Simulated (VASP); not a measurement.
Hf4Br:

```
Hf Br
1.0
     0.00000    4.07246    4.07246
     4.07246    0.00000    4.07246
     4.07246    4.07246    0.00000
Hf Br
4 1
Direct
  0.36377 0.36377 0.36377
  0.36377 0.36377 0.90870
  0.36377 0.90870 0.36377
  0.90870 0.36377 0.36377
  0.75000 0.75000 0.75000
```

| Item | Value |
| --- | --- |
| Program | VASP 6.6.1 |
| Task | relaxation of cell and atoms |
| Functional | PBE |
| Potentials or basis | VASP PAW PBE potentials, release 64 (Hf_pv, Br) |
| Cutoff | 600 eV |
| k mesh | 4 × 4 × 4 |
| Occupations | gaussian, width 0.1 eV |
| Spin | no spin polarisation |

At the start: pressure 8.0 GPa; volume 27.02 Å³/atom.

**Question.** Where does the relaxation end?

**Answer.** Over 6 steps the energy falls by 247.7 meV/atom and the volume is 29.47 Å³/atom (+9.1 %); space group F-43m (No. 216, to 0.05 Å).

Step by step:
```tsv
step	energy change (eV)	largest force (eV/Å)	pressure (GPa)	volume (Å³)
1	0.0000	3.8210	7.96	135.08
2	-0.9617	0.6267	-4.05	163.07
3	-1.2029	0.2827	-1.50	152.77
4	-1.2033	0.3257	-1.37	152.40
5	-1.2386	0.0529	-0.01	147.66
6	-1.2387	0.0332	0.07	147.36
```

Final structure:
```cif
data_structure
_symmetry_space_group_name_H-M 'P 1'
_symmetry_Int_Tables_number 1
_cell_length_a 5.9288
_cell_length_b 5.9288
_cell_length_c 5.9288
_cell_angle_alpha 60.000
_cell_angle_beta 60.000
_cell_angle_gamma 60.000
_cell_volume 147.36
loop_
_atom_site_label
_atom_site_type_symbol
_atom_site_fract_x
_atom_site_fract_y
_atom_site_fract_z
_atom_site_occupancy
Hf1 Hf 0.37364 0.37364 0.37364 1
Hf2 Hf 0.37364 0.37364 0.87908 1
Hf3 Hf 0.37364 0.87908 0.37364 1
Hf4 Hf 0.87908 0.37364 0.37364 1
Br1 Br 0.75000 0.75000 0.75000 1
```

Caveat: an odd number of electrons without spin polarisation forces a metal; a magnetic or distorted state may lie lower.
